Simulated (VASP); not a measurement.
The system is S.

```
S
1.0
     3.17022    0.00000    0.00000
    -1.58511    2.74549    0.00000
     0.00000    0.00000    3.57757
S
2
Direct
  0.33333 0.66667 0.25000
  0.66667 0.33333 0.75000
```

```yaml
Program: VASP 6.6.1
Task: relaxation of cell and atoms
Functional: PBEsol
Potentials_or_basis: VASP PAW PBE potentials, release 64 (S)
Cutoff: 600 eV
k_mesh: 6 × 6 × 6
Occupations: gaussian, width 0.1 eV
Spin: no spin polarisation
```

At the start: pressure 1.2 GPa; volume 15.57 Å³/atom.

**Question.** Where does the relaxation end?

**Answer.** Over 3 steps the energy falls by 7.0 meV/atom and the volume is 16.00 Å³/atom (+2.8 %); space group P6_3/mmc (No. 194, to 0.05 Å).

Step by step:
| step | energy change (eV) | largest force (eV/Å) | pressure (GPa) | volume (Å³) |
| --- | --- | --- | --- | --- |
| 1 | 0.0000 | 0.0000 | 1.18 | 31.14 |
| 2 | -0.0121 | 0.0000 | 0.54 | 31.65 |
| 3 | -0.0141 | 0.0000 | 0.12 | 32.01 |

Final structure:
```
CELL_PARAMETERS angstrom
3.24045 0.00000 0.00000
-1.62022 2.80631 0.00000
0.00000 0.00000 3.51947
ATOMIC_POSITIONS crystal
S 0.33333 0.66667 0.25000
S 0.66667 0.33333 0.75000
```

Caveat: the k points lie up to 0.37 Å⁻¹ apart in the final cell; the PAW data sets were made with another functional, which shifts forces and pressure a little.
